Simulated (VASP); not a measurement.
Wanted: the native input for a VASP 6.6.1 run.

* Task: single point
* Functional: PBE
* Potentials or basis: VASP PAW PBE potentials, release 64 (Li_sv)
* Cutoff: 520 eV
* k mesh: 11 × 11 × 11
* Occupations: fermi-dirac, width 0.05 eV
* Spin: no spin polarisation
* Dipole correction: no
* Further INCAR settings: ALGO = Normal; EDIFF = 1e-06; NBANDS = 10

The structure of Li lies in POSCAR:

```
Li
1.0
    0.0000000000      2.6763386386      2.6763386386
    2.6763386386      0.0000000000      2.6763386386
    2.6763386386      2.6763386386      0.0000000000
Li
2
Direct
   -0.1250000000     -0.1250000000     -0.1250000000
    0.1250000000      0.1250000000      0.1250000000
```

This cell differs from its parent crystal: volume scaled by 0.75.

The input as run:

INCAR

```
SYSTEM = Li
ALGO = Normal
EDIFF = 1E-6
ENCUT = 520
GGA = PE
ISIF = 2
ISMEAR = -1
LASPH = .TRUE.
LCHARG = .FALSE.
LREAL = .FALSE.
LWAVE = .FALSE.
NBANDS = 10
NELM = 60
PREC = Accurate
SIGMA = 0.05
```

KPOINTS

```
k-points
0
G
  11 11 11
  0 0 0
```

Potentials or basis: VASP PAW PBE potentials, release 64 (Li_sv).

Launch:

```console
$ cat potpaw_PBE.64/Li_sv/POTCAR > POTCAR
$ mpirun -np 1 vasp_std > vasp.out
```

It gave:

```json
{
 "Band gap on the k mesh": "zero (band 3 reaches 1.27 eV, above the bottom of band 4 at 1.20 eV)"
}
```

It took 26 s on 1 thread of AMD EPYC 7R43 64-Core Processor (Zen 3) (shared host), peak memory 0.12 GiB.
